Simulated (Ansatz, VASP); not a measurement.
# BiPt: VASP beside Ansatz

```
Bi Pt
1.0
     4.34358    0.00000    0.00000
    -2.17179    3.76165    0.00000
     0.00000    0.00000    5.52636
Bi Pt
2 2
Direct
  0.33333 0.66667 0.25000
  0.66667 0.33333 0.75000
  0.00000 0.00000 0.00000
  0.00000 0.00000 0.50000
```

Change from the starting cell: volume scaled by 1.02, PAW files.

Alike in both runs: task electric field gradients; functional LDA; k mesh 9 × 9 × 6; occupations fermi-dirac, width 0.05 eV; no spin polarisation.

```csv
,VASP,Ansatz
version,VASP 6.6.1,Ansatz 0.2.0
potentials or method,"VASP PAW LDA potentials, release 64 (Bi_d, Pt)","PAW with Ansatz's default frozen-core files, scalar-relativistic"
plane-wave cutoff (eV),520,420
valence electrons in the cell,50,66
```

VASP gave:

```
pressure (GPa)                                                : -2.4
traceless stress, the component that is largest in VASP (GPa) : -0.88
size of Vzz on the site where it differs most (V/Å²)          : 162.2
```

**Question.** What did Ansatz give for the same quantities?

**Answer.** Pressure (GPa): -2.7; traceless stress, the component that is largest in VASP (GPa): -0.98; size of Vzz on the site where it differs most (V/Å²): 106.6.

LDA's correlation is that of Perdew and Zunger in VASP and of Perdew and Wang (1992) in Ansatz. VASP's potentials hold 50 valence electrons a cell and Ansatz's 66, so a difference there can come from the potentials and not from the codes.

Spin-orbit coupling is off throughout.
